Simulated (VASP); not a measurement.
A run of VASP 6.6.1:

The input INCAR:

```
ALGO = Normal ; EDIFF = 1E-6
ENCUT = 520 ; GGA = PE
ISIF = 2 ; ISMEAR = 0
LASPH = T ; LCHARG = F
LREAL = F ; LWAVE = F
NBANDS = 16 ; NELM = 100
PREC = Accurate ; SIGMA = 0.02
```

KPOINTS

```
k-points
0
Gamma
  10 10 10
```

Contents of POSCAR:

```
GaP
1.0
    0.0000000000      2.4432009320      2.4432009320
    2.4432009320      0.0000000000      2.4432009320
    2.4432009320      2.4432009320      0.0000000000
Ga P
1 1
Direct
    0.0000000000      0.0000000000      0.0000000000
    0.2500000000      0.2500000000      0.2500000000
```

Potentials or basis: VASP PAW PBE potentials, release 64 (Ga_d, P).

Launch:

```sh
$ cat potpaw_PBE.64/Ga_d/POTCAR potpaw_PBE.64/P/POTCAR > POTCAR
$ mpirun -np 1 vasp_std > vasp.out
```

Hardware: 1 thread of Intel(R) Xeon(R) 6975P-C (Granite Rapids), on a shared host.

Problem. Estimate the wall time of this run.

Solution. Run time: 11 s on 1 thread of Intel(R) Xeon(R) 6975P-C (Granite Rapids), with other jobs on the host, peak memory 0.16 GiB. Counts: scf iterations 12, k points 47.
